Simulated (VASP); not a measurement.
# TiSi2 (Fddd) in VASP: a series of runs

Aim: see how the results for TiSi2 move with the level of theory and the settings. Levels: RPBE+D4, revPBE+D3(BJ), PBEsol+U. Tasks: relaxation of cell and atoms.

Program: VASP 6.6.1. These are calculated values, not measurements. Logs are shortened: lines on timing, memory, paths and dates and some standing lists are left out, and cuts for length are marked.

### 1 The cell of the first run

Symmetry: Fddd, No. 70, orthorhombic system. The conventional cell has a = 4.779 Å, b = 8.235 Å, c = 8.526 Å, α = 90.00°, β = 90.00°, γ = 90.00°. Ti (site symmetry 222) has 10 Si at 2.55 to 2.78 Å and 4 Ti at 3.20 Å within 3.4 Å. Si (site symmetry 2) has 9 Si at 2.52 to 3.20 Å and 5 Ti at 2.55 to 2.78 Å within 3.3 Å.

### 2 Relaxation of cell and atoms, RPBE+D4

The input, INCAR:

```
SYSTEM = TiSi2
PREC = Accurate ; ENCUT = 600
EDIFF = 1E-6 ; ISMEAR = -1
SIGMA = 0.05 ; LREAL = .FALSE.
LASPH = .TRUE. ; NELM = 60
ALGO = Normal ; ISIF = 3
LWAVE = .FALSE. ; LCHARG = .FALSE.
GGA = RP ; IVDW = 13
IBRION = 2 ; NSW = 60
EDIFFG = -0.01
```

The input, KPOINTS:

```
regular mesh
0
G
  7 7 7
  0 0 0
```

The input, POSCAR:

```
TiSi2
1.0
    0.0000000000      4.1175163063      4.2628978354
    2.3895119538      0.0000000000      4.2628978354
    2.3895119538      4.1175163063      0.0000000000
Ti Si
2 4
Direct
    0.7500000000      0.7500000000      0.7500000000
    0.5000000000      0.5000000000      0.5000000000
    0.4125656100      0.0874343900      0.4125656100
    0.0874343900      0.4125656100      0.0874343900
    0.1625656100      0.8374343900      0.1625656100
    0.8374343900      0.1625656100      0.8374343900
```

Potentials or basis: VASP PAW PBE potentials, release 64 (Ti_sv, Si).

Command:

```
$ cat potpaw_PBE.64/Ti_sv/POTCAR potpaw_PBE.64/Si/POTCAR > POTCAR
$ mpirun -np 1 vasp_std > vasp.out
```

OUTCAR:

```text
SYSTEM = TiSi2
   PREC = Accurate
   ENCUT = 600
   EDIFF = 1E-6
   ISMEAR = -1
   LREAL = .FALSE.
   LASPH = .TRUE.
   NELM = 60
   ISIF = 3
   GGA = RP
   IVDW = 13
   IBRION = 2
   NSW = 60
   EDIFFG = -0.01

 ion  position               nearest neighbor table
   1  0.750  0.750  0.750-   6 2.55   5 2.55   6 2.55   5 2.55   3 2.74   3 2.74   4 2.74   4 2.74
                             3 2.78   4 2.78
   2  0.500  0.500  0.500-   4 2.55   3 2.55   4 2.55   3 2.55   5 2.74   5 2.74   6 2.74   6 2.74
                             5 2.78   6 2.78
   3  0.413  0.087  0.413-   6 2.52   6 2.52   2 2.55   2 2.55   4 2.68   1 2.74   1 2.74   1 2.78
                             4 2.79   4 2.79
   4  0.087  0.413  0.087-   5 2.52   5 2.52   2 2.55   2 2.55   3 2.68   1 2.74   1 2.74   1 2.78
                             3 2.79   3 2.79
   5  0.163  0.837  0.163-   4 2.52   4 2.52   1 2.55   1 2.55   6 2.68   2 2.74   2 2.74   2 2.78
                             6 2.79   6 2.79
   6  0.837  0.163  0.837-   3 2.52   3 2.52   1 2.55   1 2.55   5 2.68   2 2.74   2 2.74   2 2.78
                             5 2.79   5 2.79

  LATTYP: Found a face centered orthorhombic cell.
 ALAT       =     4.7790239076
 B/A-ratio  =     1.7231620456
 C/A-ratio  =     1.7840035613

  Lattice vectors:

 A1 = (   0.0000000000,   4.1175163063,   4.2628978354)
 A2 = (   2.3895119538,   0.0000000000,   4.2628978354)
 A3 = (   2.3895119538,   4.1175163063,   0.0000000000)

Analysis of symmetry for initial positions (statically):
=====================================================================
 Subroutine PRICEL returns:
 Original cell was already a primitive cell.

 Routine SETGRP: Setting up the symmetry group for a
 face centered orthorhombic supercell.

 Subroutine GETGRP returns: Found  8 space group operations
 (whereof  4 operations were pure point group operations)
 out of a pool of  8 trial point group operations.

The static configuration has the point symmetry D_2 .
 The point group associated with its full space group is D_2h.

Analysis of symmetry for dynamics (positions and initial velocities):
=====================================================================
 Subroutine PRICEL returns:
 Original cell was already a primitive cell.

 Routine SETGRP: Setting up the symmetry group for a
 face centered orthorhombic supercell.

 Subroutine GETGRP returns: Found  8 space group operations
 (whereof  4 operations were pure point group operations)
 out of a pool of  8 trial point group operations.

The dynamic configuration has the point symmetry D_2 .
 The point group associated with its full space group is D_2h.

 Subroutine INISYM returns: Found  8 space group operations
 (whereof  4 operations are pure point group operations),
 and found     1 'primitive' translations

----------------------------------------------------------------------------------------

                                     Primitive cell

  volume of cell :      83.8841

  direct lattice vectors                    reciprocal lattice vectors
     0.000000000  4.117516306  4.262897835    -0.209247750  0.121432427  0.117291106
     2.389511954  0.000000000  4.262897835     0.209247750 -0.121432427  0.117291106
     2.389511954  4.117516306  0.000000000     0.209247750  0.121432427 -0.117291106

  length of vectors
     5.926739280  4.886928006  4.760641544     0.268863643  0.268863643  0.268863643

  position of ions in fractional coordinates (direct lattice)
     0.750000000  0.750000000  0.750000000
     0.500000000  0.500000000  0.500000000
     0.412565610  0.087434390  0.412565610
     0.087434390  0.412565610  0.087434390
     0.162565610  0.837434390  0.162565610
     0.837434390  0.162565610  0.837434390

  ion indices of the primitive-cell ions
   primitive index   ion index
                 1           1
                 2           2
                 3           3
                 4           4
                 5           5
                 6           6

----------------------------------------------------------------------------------------

 KPOINTS: regular mesh

Automatic generation of k-mesh.
 Grid dimensions read from file:
 generate k-points for:    7    7    7

 Generating k-lattice:

  Cartesian coordinates                     Fractional coordinates (reciprocal lattice)
    -0.029892536  0.017347490  0.016755872     0.142857143  0.000000000  0.000000000
     0.029892536 -0.017347490  0.016755872     0.000000000  0.142857143 -0.000000000
     0.029892536  0.017347490 -0.016755872     0.000000000 -0.000000000  0.142857143

  Length of vectors
     0.038409092  0.038409092  0.038409092

  Shift w.r.t. Gamma in fractional coordinates (k-lattice)
     0.000000000  0.000000000  0.000000000

 Subroutine IBZKPT returns following result:
 ===========================================

 Found     64 irreducible k-points:

 Following reciprocal coordinates:
            Coordinates               Weight
  0.000000  0.000000  0.000000      1.000000
  0.142857  0.000000  0.000000      8.000000
  0.285714  0.000000  0.000000      8.000000
  0.428571  0.000000  0.000000      8.000000
  0.142857  0.142857  0.000000      2.000000
  0.285714  0.142857  0.000000      8.000000
[... 16 lines left out ...]
  0.000000  0.142857  0.142857      2.000000
  0.285714  0.142857  0.142857      4.000000
 [... further k-points ...]
   k-points           NKPTS =     64   k-points in BZ     NKDIM =     64   number of bands    NBANDS=     24
   number of dos      NEDOS =    301   number of ions     NIONS =      6
   total plane-waves  NPLWV =  76800
   dimension x,y,z NGX =    48 NGY =   40 NGZ =   40
   dimension x,y,z NGXF=    96 NGYF=   80 NGZF=   80
   ions per type =               2   4
   NGX,Y,Z   is equivalent  to a cutoff of  13.46, 13.61, 13.97 a.u.
   NGXF,Y,Z  is equivalent  to a cutoff of  26.93, 27.21, 27.94 a.u.
 SYSTEM =  TiSi2
   PREC   = accura    normal or accurate (medium, high low for compatibility)
   ISTART =      0    job   : 0-new  1-cont  2-samecut
   ICHARG =      2    charge: 1-file 2-atom 10-const
   ISPIN  =      1    spin polarized calculation?
   LNONCOLLINEAR =      F non collinear calculations
   LSORBIT =      F    spin-orbit coupling
   LASPH  =      T    aspherical Exc in radial PAW
   ENCUT  =  600.0 eV  44.10 Ry    6.64 a.u.  11.84  9.76  9.51*2*pi/ulx,y,z
   NELM   =     60;   NELMIN=  2; NELMDL= -5     # of ELM steps
   EDIFF  = 0.1E-05   stopping-criterion for ELM
   LREAL  =      F    real-space projection
   EDIFFG = -.1E-01   stopping-criterion for IOM
   NSW    =     60    number of steps for IOM
   IBRION =      2    ionic relax: 0-MD 1-quasi-New 2-CG
   NFREE  =      1    steps in history (QN), initial steepest desc. (CG)
   ISIF   =      3    stress and relaxation
   ISYM   =      2    0-nonsym 1-usesym 2-fastsym
   POTIM  = 0.5000    time-step for ionic-motion
   TEBEG  =    0.0;   TEEND  =   0.0 temperature during run
   PSTRESS=    0.0 pullay stress
   NELECT =      40.0000    total number of electrons
   NUPDOWN=      -1.0000    fix difference up-down
   EMIN   =  10.00;   EMAX   =-10.00  energy-range for DOS
   EFERMI =   0.00;   METHOD = LEGACY
   ISMEAR =    -1;   SIGMA  =   0.05  broadening in eV -4-tet -1-fermi 0-gaus
   EFERMI_NEDOS =   21; number of points for ismear=-14 and -15
   IALGO  =     38    algorithm
   IMIX   =      4    mixing-type and parameters
     AMIX     =   0.40;   BMIX     =  1.00
     AMIX_MAG =   1.60;   BMIX_MAG =  1.00
  volume/ion in A,a.u.               =      13.98        94.35
  Fermi-wavevector in a.u.,A,eV,Ry     =   1.278994  2.416947 22.256742  1.635824
  Thomas-Fermi vector in A             =   2.411504
   LORBIT       =      0    0 simple, 1 ext, 2 COOP (PROOUT), +10 PAW based schemes
   GGA     = RP    functional components
   LHFCALC =     F    Hartree Fock is set to
   AEXX    =    0.0000 exact exchange contribution
   IVDW    =    13    specifies the selected vdW correction
   LEPSILON=     F    determine dielectric tensor
   LRPA    =     F    only Hartree local field effects (RPA)
 conjugate gradient relaxation of ions
 non-spin polarized calculation
  energy-cutoff  :      600.00
  volume of cell :       83.88
 maximum number of plane-waves:      2831
   NGX = 23   NGY = 19   NGZ = 19

--------------------------------------- Ionic step        1  -------------------------------------------

 number of electron      39.9999999 magnetization

 Free energy of the ion-electron system (eV)
  ---------------------------------------------------
  ext. energy  EPLUGINS =         0.00000000
  ---------------------------------------------------
  free energy    TOTEN  =       -38.58848407 eV

  energy without entropy =      -38.56832636  energy(sigma->0) =      -38.57840521

------------------------ aborting loop because EDIFF is reached ----------------------------------------

  DFT-D4 for vdW energy calculation

  Edisp (eV):   -4.72619

  FORCE on cell =-STRESS in cart. coord.  units (eV):
  Direction    XX          YY          ZZ          XY          YZ          ZX
  --------------------------------------------------------------------------------------
  -------------------------------------------------------------------------------------
  Total      -2.22135    -3.02944    -1.69465     0.00000     0.00000     0.00000
  in kB     -42.42759   -57.86201   -32.36762     0.00000     0.00000     0.00000
  external pressure =      -44.22 kB  Pullay stress =        0.00 kB
[... 245 lines left out ...]
  energy  without entropy=      -43.3372990833  energy(sigma->0) =      -43.34711491

--------------------------------------- Ionic step        7  -------------------------------------------

 number of electron      39.9999999 magnetization

 Free energy of the ion-electron system (eV)
  ---------------------------------------------------
  ext. energy  EPLUGINS =         0.00000000
  ---------------------------------------------------
  free energy    TOTEN  =       -38.48091837 eV

  energy without entropy =      -38.46126390  energy(sigma->0) =      -38.47109114

 E-fermi :  10.6816     XC(G=0): -11.8345

 val. band max:       10.6400856555   @ k =   0.0000   0.4286   0.4286
 cond. band min:      10.6847510545   @ k =  -0.1429   0.1429   0.1429
 fundamental gap:      0.0446653990
 Fermi energy:        10.6815656205

 k-point     1 :       0.0000    0.0000    0.0000
  band No.  band energies     occupation
      1     -45.6144      2.00000
      2     -45.5818      2.00000
      3     -21.9491      2.00000
      4     -21.9316      2.00000
      5     -21.8417      2.00000
      6     -21.8255      2.00000
[... 637 lines left out ...]
     23      13.8299      0.00000
     24      13.9438      0.00000

 [... further k-points ...]

------------------------ aborting loop because EDIFF is reached ----------------------------------------

  DFT-D4 for vdW energy calculation

  Edisp (eV):   -4.87604

  FORCE on cell =-STRESS in cart. coord.  units (eV):
  Direction    XX          YY          ZZ          XY          YZ          ZX
  --------------------------------------------------------------------------------------
  -------------------------------------------------------------------------------------
  Total       0.04933    -0.04805    -0.04468     0.00000     0.00000     0.00000
  in kB       0.97275    -0.94744    -0.88097     0.00000     0.00000     0.00000
  external pressure =       -0.29 kB  Pullay stress =        0.00 kB
[... 21 lines left out ...]
  FREE ENERGIE OF THE ION-ELECTRON SYSTEM (eV)
  ---------------------------------------------------
  free  energy   TOTEN  =       -43.3569623421 eV

  energy  without entropy=      -43.3373078693  energy(sigma->0) =      -43.34713511

 reached required accuracy - stopping structural energy minimisation
```

It took 22 min on 1 thread of Intel Xeon 8259CL, shared host; peak memory 0.37 GiB.

Results:

- Free energy: -43.3570 eV
- Relaxed volume: 13.54 Å³/atom
- Relaxed cell: a = 5.867 Å, b = 4.857 Å, c = 4.690 Å, α = 75.81°, β = 53.38°, γ = 50.81°
- Space group after relaxing (to 0.1 Å): Fddd (No. 70)
- Energy gained by relaxing: 7.0 meV/atom
- Ionic steps: 7
- Pressure after relaxing: 0.0 GPa
- Largest force after relaxing: 0.006 eV/Å
- Band gap on the k mesh: zero (bands 20 and 21 overlap by 1.85 eV)
- Dispersion energy per atom: -0.813 eV

Forces in eV/Å, atoms in the order of the input:
```
Ti   0.000  0.000  0.000
Ti   0.000  0.000  0.000
Si   0.000  0.006  0.000
Si   0.000 -0.006  0.000
Si   0.000  0.006  0.000
Si   0.000 -0.006  0.000
```

Stress tensor (GPa, compression positive):
```
 0.10  0.00  0.00
 0.00 -0.09  0.00
 0.00  0.00 -0.09
```

Step by step:
```tsv
step	energy change (eV)	largest force (eV/Å)	pressure (GPa)	volume (Å³)
1	0.0000	0.0302	-4.42	83.88
2	-0.0176	0.0521	4.07	79.28
3	-0.0406	0.0427	0.20	81.20
4	-0.0419	0.0185	-0.05	81.24
5	-0.0422	0.0258	0.01	81.23
6	-0.0423	0.0165	0.00	81.24
7	-0.0423	0.0062	-0.03	81.25
```

Final structure:
```
CELL_PARAMETERS angstrom
0.00000 4.05138 4.24303
2.36329 0.00000 4.24303
2.36329 4.05138 0.00000
ATOMIC_POSITIONS crystal
Ti 0.75000 0.75000 0.75000
Ti 0.50000 0.50000 0.50000
Si 0.41313 0.08687 0.41313
Si 0.08687 0.41313 0.08687
Si 0.16313 0.83687 0.16313
Si 0.83687 0.16313 0.83687
```

Caveat: the PAW data sets were made with another functional, which shifts forces and pressure a little.

### 3 Relaxation of cell and atoms, revPBE+D3(BJ)

The input, INCAR:

```
SYSTEM = TiSi2
  PREC = Accurate
  ENCUT = 600
  EDIFF = 1E-7
  ISMEAR = -1
  SIGMA = 0.05
  LREAL = .FALSE.
  LASPH = .TRUE.
  NELM = 100
  ALGO = Normal
  ISIF = 3
  LWAVE = .FALSE.
  LCHARG = .FALSE.
  GGA = RE
  IVDW = 12
  IBRION = 2
  NSW = 60
  EDIFFG = -0.01
```

The input, KPOINTS:

```
Automatic mesh
0
G
  7 7 7
  0 0 0
```

POSCAR is that of step 2.

Potentials or basis: VASP PAW PBE potentials, release 64 (Ti_sv, Si).

Command:

```
$ cat potpaw_PBE.64/Ti_sv/POTCAR potpaw_PBE.64/Si/POTCAR > POTCAR
$ mpirun -np 1 vasp_std > vasp.out
```

It took 29 min on 1 thread of Intel Xeon 8259CL, shared host; peak memory 0.38 GiB.

Results (log left out):

* Free energy: -45.3751 eV
* Relaxed volume: 13.17 Å³/atom
* Relaxed cell: a = 5.812 Å, b = 4.817 Å, c = 4.641 Å, α = 75.80°, β = 53.47°, γ = 50.73°
* Space group after relaxing (to 0.1 Å): Fddd (No. 70)
* Energy gained by relaxing: 23.6 meV/atom
* Ionic steps: 8
* Pressure after relaxing: 0.0 GPa
* Band gap on the k mesh: zero (bands 20 and 21 overlap by 1.89 eV)
* Dispersion energy per atom: -1.098 eV

Forces on the atoms (eV/Å):
```
Ti   0.000  0.000  0.000
Ti   0.000  0.000  0.000
Si   0.000  0.002  0.000
Si   0.000 -0.002  0.000
Si   0.000  0.002  0.000
Si   0.000 -0.002  0.000
```

Step by step:
| step | energy change (eV) | largest force (eV/Å) | pressure (GPa) | volume (Å³) |
| --- | --- | --- | --- | --- |
| 1 | 0.0000 | 0.0144 | -8.49 | 83.88 |
| 2 | -0.0330 | 0.0863 | 9.32 | 75.21 |
| 3 | -0.1370 | 0.0500 | 0.12 | 79.07 |
| 4 | -0.1405 | 0.0164 | -0.06 | 78.99 |
| 5 | -0.1415 | 0.0276 | -0.02 | 79.01 |
| 6 | -0.1416 | 0.0168 | 0.01 | 79.00 |
| 7 | -0.1416 | 0.0095 | 0.02 | 78.99 |
| 8 | -0.1416 | 0.0022 | -0.01 | 79.01 |

Final structure:
```
Ti Si
1.0
     0.00000    4.00718    4.20934
     2.34193    0.00000    4.20934
     2.34193    4.00718    0.00000
Ti Si
2 4
Direct
  0.75000 0.75000 0.75000
  0.50000 0.50000 0.50000
  0.41315 0.08685 0.41315
  0.08685 0.41315 0.08685
  0.16315 0.83685 0.16315
  0.83685 0.16315 0.83685
```

Levels at points of the mesh, in eV from the Fermi level:
| k point | band 16 | band 17 | band 18 | band 19 | band 20 | band 21 | band 22 | band 23 | band 24 |
| --- | --- | --- | --- | --- | --- | --- | --- | --- | --- |
| (0.00, 0.00, 0.00) | -2.66 | -2.43 | -2.04 | -1.79 | -1.36 | -0.98 | 2.21 | 3.37 | 3.56 |

Caveat: the dispersion term is far too large for a dense solid, which distorts pressure and volume; the PAW data sets were made with another functional, which shifts forces and pressure a little.

[end of part 1 of 2]

The gap in the log of VASP goes by the Fermi energy; the results here count the filled bands.